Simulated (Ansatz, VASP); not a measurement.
# F: VASP beside Ansatz

File INCAR:

```
PREC = Accurate
ENCUT = 520
EDIFF = 1E-6
ISMEAR = 0
SIGMA = 0.02
LREAL = F
LASPH = T
NELM = 100
ALGO = Normal
ISIF = 2
LWAVE = F
LCHARG = F
GGA = PS
NBANDS = 22
```

The input KPOINTS:

```
Automatic mesh
0
Gamma
  8 8 4
```

Contents of POSCAR:

```
F
1.0
    3.0099985031     -1.7886620590      0.1836766108
    3.0099985031      1.7886620590      0.1836766108
   -1.1950650095      0.0000000000      6.6816981480
F
4
Direct
    0.9211024913      0.5858463638      0.0939992909
    0.4141536362      0.0788975087      0.4060007091
    0.0788975087      0.4141536362      0.9060007091
    0.5858463638      0.9211024913      0.5939992909
```

Input for Ansatz:

```yaml
crystal:
  lattice:
    - [3.0099985031, -1.788662059, 0.1836766108]
    - [3.0099985031, 1.788662059, 0.1836766108]
    - [-1.1950650095, 0.0, 6.681698148]
  atoms:
    - { symbol: F, position: [0.9211024913, 0.5858463638, 0.0939992909] }
    - { symbol: F, position: [0.4141536362, 0.0788975087, 0.4060007091] }
    - { symbol: F, position: [0.0788975087, 0.4141536362, 0.9060007091] }
    - { symbol: F, position: [0.5858463638, 0.9211024913, 0.5939992909] }
basis:
  ecutwfc: 420
kpoints:
  mp_grid: { grid: [8, 8, 4] }
  band_path: { path: [VBM, CBM], npoints: 2 }
hamiltonian:
  xc: pbesol
scf:
  occupations: { method: gaussian, width: 0.02 }
output:
  forces: false
  stress: false
  eigenvalues: true
checkpoint:
  read: start.run
  write: ck
  compress: false
  write_wavefunctions: false
  write_every: 100000
```

Alike in both runs: task single point; functional PBEsol; k mesh 8 × 8 × 4; occupations gaussian, width 0.02 eV; no spin polarisation.

|  | VASP | Ansatz |
| --- | --- | --- |
| version | VASP 6.6.1 | Ansatz 0.2.0 |
| potentials or method | VASP PAW PBE potentials, release 64 (F), cutoff 520 eV | scalar-relativistic, plane waves, PAW |
| valence electrons in the cell | 28 | 28 |

|  | VASP | Ansatz | Ansatz less VASP |
| --- | --- | --- | --- |
| gap on the k mesh at the Fermi level (eV) | 3.09 | 3.17 | +0.074 |
| least direct gap on the mesh (eV) | 3.10 | 3.17 | +0.073 |

VASP's potentials were made for PBE, not for PBEsol.
